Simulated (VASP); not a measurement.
Input of a VASP 6.6.1 run:

The input INCAR:

```
ALGO = Normal
EDIFF = 1E-6
ENCUT = 500
GGA = CA
GGA_COMPAT = False
ISIF = 2
ISMEAR = 1
LASPH = True
LCHARG = False
LREAL = False
LWAVE = False
NBANDS = 16
NELM = 120
PREC = Accurate
SIGMA = 0.1
```

File KPOINTS:

```
k-points
0
Gamma
  7 7 7
```

Contents of POSCAR:

```
TiP
1.0
    0.0000000000      2.7753000000      2.7753000000
    2.7753000000      0.0000000000      2.7753000000
    2.7753000000      2.7753000000      0.0000000000
Ti P
1 1
Direct
    0.5000000000      0.5000000000      0.5000000000
    0.2500000000      0.2500000000      0.2500000000
```

Potentials or basis: VASP PAW LDA potentials, release 64 (Ti_sv, P).

The run is started by

```console
$ cat potpaw_LDA.64/Ti_sv/POTCAR potpaw_LDA.64/P/POTCAR > POTCAR
$ mpirun -np 1 vasp_std > vasp.out
```

What does it give for the band gap on the k mesh?

Zero (an odd number of electrons rules out a gap without spin polarisation).

Predict the pressure.

-5.0 GPa.

Caveat: the cell stands under tension.
